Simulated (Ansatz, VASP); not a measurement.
**One calculation of WC, two programs**

```
W C
1.0
     2.90050    0.00000    0.00000
    -1.45025    2.51191    0.00000
     0.00000    0.00000    2.82900
W C
1 1
Cartesian
  0.0000 0.0000 0.0375
  1.4503 0.8373 1.4145
```

Change from the starting cell: all W atoms moved +0.037 Å, as atom 1 along Cartesian [0 0 1].

Alike in both runs: task single point; functional PBE; k mesh 18 × 18 × 16; occupations gaussian, width 0.15 eV; no spin polarisation.

```csv
,VASP,Ansatz
version,VASP 6.6.1,Ansatz 0.2.0
potentials or method,"VASP PAW PBE potentials, release 64 (W_sv, C), cutoff 520 eV","scalar-relativistic, plane waves, PAW"
valence electrons in the cell,18,18
```

VASP gave:

| Quantity | Value |
| --- | --- |
| gap on the k mesh at the Fermi level (eV) | none |
| pressure (GPa) | 9.9 |
| traceless stress, the component that is largest in VASP (GPa) | 0.70 |
| rms of the force components (eV/Å) | 0.321 |

Question: What did Ansatz give for the same quantities?

Answer: gap on the k mesh at the Fermi level (eV): none; pressure (GPa): 8.8; traceless stress, the component that is largest in VASP (GPa): 0.49; rms of the force components (eV/Å): 0.319.

Atom by atom the forces differ by 0.002 eV/Å (rms over components). A gap of «none» marks a metal or a gap that the smearing closes.

Spin-orbit coupling is off throughout.
